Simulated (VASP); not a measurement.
Write the native input for VASP 6.6.1 that does the following.

```yaml
Task: single point
Functional: PBE
Potentials_or_basis: VASP PAW PBE potentials, release 64 (C)
Cutoff: 520 eV
k_mesh: 12 × 12 × 1
Occupations: fermi-dirac, width 0.05 eV
Spin: no spin polarisation
Dipole_correction: yes
Further_INCAR_settings: ALGO = Normal; EDIFF = 1e-06; NBANDS = 26
```

The structure of C lies in POSCAR:

```
C
1.0
    2.4560959400      0.0000000000      0.0000000000
   -1.2280479700      2.1270618200      0.0000000000
    0.0000000000      0.0000000000     25.7148879502
C
8
Direct
    0.0833794600      0.1667589200      0.2916598359
    0.4166205400      0.8332410800      0.2916598359
    0.5833794600      0.1667589200      0.4293862844
    0.9166205400      0.8332410800      0.4293862844
    0.0833794600      0.1667589200      0.5706137156
    0.4166205400      0.8332410800      0.5706137156
    0.5833794600      0.1667589200      0.7083401641
    0.9166205400      0.8332410800      0.7083401641
```

The input as run:

INCAR

```
ALGO = Normal
DIPOL = 0.5 0.5 0.500
EDIFF = 1E-6
ENCUT = 520
GGA = PE
IDIPOL = 3
ISIF = 2
ISMEAR = -1
LASPH = T
LCHARG = F
LDIPOL = T
LREAL = F
LWAVE = F
NBANDS = 26
NELM = 60
PREC = Accurate
SIGMA = 0.05
```

KPOINTS

```
k-points
0
Gamma
  12 12 1
```

Potentials or basis: VASP PAW PBE potentials, release 64 (C).

The run is started by

```console
$ cat potpaw_PBE.64/C/POTCAR > POTCAR
$ mpirun -np 1 vasp_std > vasp.out
```

Results of the run:

The largest force is 0.037 eV/Å.

Run time: 2.8 min on 1 thread of Intel(R) Xeon(R) Platinum 8488C (Sapphire Rapids) (shared host), peak memory 0.28 GiB.
